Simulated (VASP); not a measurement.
# WC (P-6m2) in VASP: relaxation of the atoms with r2SCAN

Aim: the relaxation of the atoms of WC with r2SCAN.

All numbers are computed with VASP 6.6.1; they aren't measurements. Logs are shortened: lines on timing, memory, paths and dates and some standing lists are left out, and cuts for length are marked.

**1. The cell of the first run**

It takes space group P-6m2 (No. 187, hexagonal). The conventional cell has a = 2.893 Å, b = 2.893 Å, c = 2.817 Å, α = 90.00°, β = 90.00°, γ = 120.00°. Within 2.9 Å of W (site symmetry -6m2) lie 6 C at 2.19 Å and 8 W at 2.82 to 2.89 Å. Within 2.9 Å of C (site symmetry -6m2) lie 6 W at 2.19 Å and 8 C at 2.82 to 2.89 Å.

**2. Relaxation of the atoms, r2SCAN**

Input file POSCAR:

```
WC
1.0
    2.8932908000      0.0000000000      0.0000000000
   -1.4466454000      2.5056633300      0.0000000000
    0.0000000000      0.0000000000      2.8171416300
W C
1 1
Direct
    0.0000000000      0.0000000000      0.0000000000
    0.6666666700      0.3333333300      0.5000000000
```

Input file INCAR.step1:

```
SYSTEM = WC
PREC = Accurate ; ENCUT = 520
ISMEAR = -1 ; SIGMA = 0.1
LREAL = .FALSE. ; LASPH = .TRUE.
NELM = 60 ; GGA = PE
ALGO = Normal ; EDIFF = 1E-4
LWAVE = .TRUE. ; LCHARG = .FALSE.
```

Input file INCAR.step2:

```
SYSTEM = WC
PREC = Accurate ; ENCUT = 520
EDIFF = 1E-6 ; ISMEAR = -1
SIGMA = 0.1 ; LREAL = .FALSE.
LASPH = .TRUE. ; NELM = 60
ALGO = Normal ; ISIF = 2
LWAVE = .FALSE. ; LCHARG = .FALSE.
METAGGA = R2SCAN ; LMIXTAU = .TRUE.
IBRION = 2 ; NSW = 50
EDIFFG = -0.01 ; ISTART = 1
```

Input file KPOINTS:

```
Automatic mesh
0
G
  13 13 12
  0 0 0
```

Potentials or basis: VASP PAW PBE potentials, release 64 (W_sv, C).

On the command line:

```
cat potpaw_PBE.64/W_sv/POTCAR potpaw_PBE.64/C/POTCAR > POTCAR
cp INCAR.step1 INCAR
mpirun -np 1 vasp_std > vasp.out
cp INCAR.step2 INCAR
mpirun -np 1 vasp_std > vasp.out
```

OUTCAR:

```text
SYSTEM = WC
   PREC = Accurate
   ENCUT = 520
   EDIFF = 1E-6
   ISMEAR = -1
   LREAL = .FALSE.
   LASPH = .TRUE.
   NELM = 60
   ISIF = 2
   METAGGA = R2SCAN
   IBRION = 2
   NSW = 50
   EDIFFG = -0.01
   ISTART = 1

 ion  position               nearest neighbor table
   1  0.000  0.000  0.000-   2 2.19   2 2.19   2 2.19   2 2.19   2 2.19   2 2.19
   2  0.667  0.333  0.500-   1 2.19   1 2.19   1 2.19   1 2.19   1 2.19   1 2.19

  LATTYP: Found a hexagonal cell.
 ALAT       =     2.8932908000
 C/A-ratio  =     0.9736807755

  Lattice vectors:

 A1 = (   2.8932908000,   0.0000000000,   0.0000000000)
 A2 = (  -1.4466454000,   2.5056633300,   0.0000000000)
 A3 = (   0.0000000000,   0.0000000000,   2.8171416300)

Analysis of symmetry for initial positions (statically):
=====================================================================
 Subroutine PRICEL returns:
 Original cell was already a primitive cell.

 Routine SETGRP: Setting up the symmetry group for a
 hexagonal supercell.

 Subroutine GETGRP returns: Found 12 space group operations
 (whereof 12 operations were pure point group operations)
 out of a pool of 24 trial point group operations.

The static configuration has the point symmetry D_3h.

Analysis of symmetry for dynamics (positions and initial velocities):
=====================================================================
 Subroutine PRICEL returns:
 Original cell was already a primitive cell.

 Routine SETGRP: Setting up the symmetry group for a
 hexagonal supercell.

 Subroutine GETGRP returns: Found 12 space group operations
 (whereof 12 operations were pure point group operations)
 out of a pool of 24 trial point group operations.

The dynamic configuration has the point symmetry D_3h.

 Subroutine INISYM returns: Found 12 space group operations
 (whereof 12 operations are pure point group operations),
 and found     1 'primitive' translations

----------------------------------------------------------------------------------------

                                     Primitive cell

  volume of cell :      20.4232

  direct lattice vectors                    reciprocal lattice vectors
     2.893290800  0.000000000  0.000000000     0.345627201  0.199547958  0.000000000
    -1.446645400  2.505663330  0.000000000     0.000000000  0.399095915  0.000000000
     0.000000000  0.000000000  2.817141630     0.000000000  0.000000000  0.354969729

  length of vectors
     2.893290800  2.893290797  2.817141630     0.399095915  0.399095915  0.354969729

  position of ions in fractional coordinates (direct lattice)
     0.000000000  0.000000000  0.000000000
     0.666666670  0.333333330  0.500000000

[... 91 lines left out ...]
   ISMEAR =    -1;   SIGMA  =   0.10  broadening in eV -4-tet -1-fermi 0-gaus
   EFERMI_NEDOS =   21; number of points for ismear=-14 and -15
   IALGO  =     38    algorithm
   IMIX   =      4    mixing-type and parameters
     AMIX     =   0.40;   BMIX     =  1.00
     AMIX_MAG =   1.60;   BMIX_MAG =  1.00
  volume/ion in A,a.u.               =      10.21        68.91
  Fermi-wavevector in a.u.,A,eV,Ry     =   1.569608  2.966129 33.520250  2.463669
  Thomas-Fermi vector in A             =   2.671465
   LORBIT       =      0    0 simple, 1 ext, 2 COOP (PROOUT), +10 PAW based schemes
   METAGGA = R2SCAN    functional components
   LHFCALC =     F    Hartree Fock is set to
   AEXX    =    0.0000 exact exchange contribution
   IVDW    =     0    specifies the selected vdW correction
   LEPSILON=     F    determine dielectric tensor
   LRPA    =     F    only Hartree local field effects (RPA)
 conjugate gradient relaxation of ions
 non-spin polarized calculation
  energy-cutoff  :      520.00
  volume of cell :       20.42
 maximum number of plane-waves:       569
 NGX is ok and might be reduce to    24
   NGX = 11   NGY = 11   NGZ = 11

 number of electron      18.0000001 magnetization

 Free energy of the ion-electron system (eV)
  ---------------------------------------------------
  ext. energy  EPLUGINS =         0.00000000
  ---------------------------------------------------
  free energy    TOTEN  =       -61.60156740 eV

  energy without entropy =      -61.59269127  energy(sigma->0) =      -61.59712933

 E-fermi :  11.2108     XC(G=0): -15.0716

 val. band max:       11.1940615973   @ k =   0.4615   0.0000   0.4167
 cond. band min:      11.2223755025   @ k =   0.4615   0.0769   0.5000
 fundamental gap:      0.0283139052
 Fermi energy:        11.2107754672

 k-point     1 :       0.0000    0.0000    0.0000
  band No.  band energies     occupation
      1     -64.7144      2.00000
      2     -28.0148      2.00000
      3     -27.9113      2.00000
      4     -27.9113      2.00000
      5      -4.1751      2.00000
      6       6.6090      2.00000
      7       7.6233      2.00000
      8       7.6233      2.00000
      9      11.3229      0.49148
     10      14.6943      0.00000
     11      14.6943      0.00000
     12      17.2615      0.00000
     13      17.2616      0.00000
[... 354 lines left out ...]
  band No.  band energies     occupation
      1     -64.6961      2.00000
      2     -28.1125      2.00000
      3     -28.0453      2.00000
      4     -27.9524      2.00000
      5      -3.3830      2.00000
      6       6.4148      2.00000
      7       7.2322      2.00000
      8       8.2594      2.00000
      9       9.7741      2.00000
     10      13.8358      0.00000
     11      15.4478      0.00000
     12      16.9494      0.00000
     13      17.3760      0.00000

 [... further k-points ...]

------------------------ aborting loop because EDIFF is reached ----------------------------------------

  FORCE on cell =-STRESS in cart. coord.  units (eV):
  Direction    XX          YY          ZZ          XY          YZ          ZX
  --------------------------------------------------------------------------------------
  -------------------------------------------------------------------------------------
  Total        1.2663065      1.2663065      1.4581758      0.0000000      0.0000000     -0.0000000
  in kB       99.3404059     99.3404057    114.3923505      0.0000000      0.0000000     -0.0000000
  external PRESSURE =     104.3577207 kB  Pullay stress =       0.0000000 kB

 VOLUME and BASIS-vectors are now :
 -----------------------------------------------------------------------------
  energy-cutoff  :      520.00
  volume of cell :       20.42
      direct lattice vectors                 reciprocal lattice vectors
     2.893290800  0.000000000  0.000000000     0.345627201  0.199547958  0.000000000
    -1.446645400  2.505663330  0.000000000     0.000000000  0.399095915  0.000000000
     0.000000000  0.000000000  2.817141630     0.000000000  0.000000000  0.354969729

 POSITION                                       TOTAL-FORCE (eV/Angst)
 -----------------------------------------------------------------------------------
      0.00000      0.00000      0.00000        -0.000000     -0.000000      0.000000
      1.44665      0.83522      1.40857         0.000000      0.000000      0.000000
 -----------------------------------------------------------------------------------
    total drift:                               -0.000003      0.000002     -0.000000

  FREE ENERGIE OF THE ION-ELECTRON SYSTEM (eV)
  ---------------------------------------------------
  free  energy   TOTEN  =       -61.6015674010 eV

  energy  without entropy=      -61.5926912682  energy(sigma->0) =      -61.59712933

 reached required accuracy - stopping structural energy minimisation
```

OSZICAR.step1:

```text
N       E                     dE             d eps       ncg     rms          rms(c)
DAV:   1     0.112777287153E+03    0.11278E+03   -0.98729E+03  3822   0.155E+03
DAV:   2    -0.214125464893E+02   -0.13419E+03   -0.13068E+03  4362   0.385E+02
DAV:   3    -0.254534699433E+02   -0.40409E+01   -0.40079E+01  4668   0.616E+01
DAV:   4    -0.254917581887E+02   -0.38288E-01   -0.38256E-01  4198   0.637E+00
DAV:   5    -0.254920698426E+02   -0.31165E-03   -0.31163E-03  4512   0.588E-01    0.335E+01
DAV:   6    -0.225113531675E+02    0.29807E+01   -0.93665E+00  4287   0.317E+01    0.915E+00
DAV:   7    -0.224524520493E+02    0.58901E-01   -0.38147E-01  3987   0.567E+00    0.639E+00
DAV:   8    -0.224268315923E+02    0.25620E-01   -0.62309E-02  4252   0.241E+00    0.923E-01
DAV:   9    -0.224258414607E+02    0.99013E-03   -0.31725E-03  4065   0.450E-01    0.114E-01
DAV:  10    -0.224258030079E+02    0.38453E-04   -0.23996E-04  3987   0.210E-01
   1 F= -.22425803E+02 E0= -.22421028E+02  d E =-.954936E-02
```

Run time: 2 min. Hardware: 1 thread of Intel Xeon Platinum 8259CL at 2.50GHz (Skylake/Cascade Lake), shared host; peak memory 0.18 GiB.

Results:

| Item | Value |
| --- | --- |
| Free energy | -61.6016 eV |
| Pressure after relaxing | 10.4 GPa |
| Band gap on the k mesh | zero (bands 9 and 10 overlap by 1.34 eV) |

Final structure:
```
CELL_PARAMETERS angstrom
2.89329 0.00000 0.00000
-1.44665 2.50566 0.00000
0.00000 0.00000 2.81714
ATOMIC_POSITIONS crystal
W 0.00000 0.00000 0.00000
C 0.66667 0.33333 0.50000
```

Levels at points of the mesh, in eV from the Fermi level:
| k point | band 6 | band 7 | band 8 | band 9 | band 10 | band 11 | band 12 | band 13 |
| --- | --- | --- | --- | --- | --- | --- | --- | --- |
| (0.00, 0.00, 0.00) | -4.60 | -3.59 | -3.59 | 0.11 | 3.48 | 3.48 | 6.05 | 6.05 |
| (0.00, 0.00, 0.50) | -9.13 | -2.18 | -2.18 | -0.61 | -0.61 | 3.92 | 4.86 | 4.86 |

Caveat: the PAW data sets were made with another functional, which shifts forces and pressure a little; spin-orbit coupling is left out, which moves the levels of the heavy elements.

The gap in the log of VASP goes by the Fermi energy; the results here count the filled bands.